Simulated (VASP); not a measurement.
A run of VASP 6.6.1 is set up as follows.

Contents of INCAR:

```
  PREC = Accurate
  ENCUT = 520
  EDIFF = 1E-6
  ISMEAR = 0
  SIGMA = 0.15
  LREAL = F
  LASPH = T
  NELM = 150
  ALGO = Fast
  ISIF = 2
  LWAVE = F
  LCHARG = F
  ISPIN = 2
  MAGMOM = 1.86 1.86
  LORBIT = 11
  LMAXMIX = 4
  GGA = PE
  NBANDS = 20
```

KPOINTS

```
Automatic mesh
0
Gamma
  21 21 12
```

Contents of POSCAR:

```
Co
1.0
    2.4186000000      0.0000000000      0.0000000000
   -1.2093000000      2.0945690416      0.0000000000
    0.0000000000      0.0000000000      3.5484000000
Co
2
Direct
    0.3333333333      0.6666666667      0.2500000000
    0.6666666667      0.3333333333      0.7500000000
```

Potentials or basis: VASP PAW PBE potentials, release 64 (Co).

The run is started by

```sh
$ cat potpaw_PBE.64/Co/POTCAR > POTCAR
$ mpirun -np 1 vasp_std > vasp.out
```

Predict the pressure.

61.6 GPa.

What does it give for the site moments?

Co +1.28 μB.

Estimate the net moment.

2.58 μB per cell.

Stress tensor (GPa, compression positive):
```
47.78  0.00  0.00
 0.00 47.78  0.00
 0.00  0.00 89.29
```
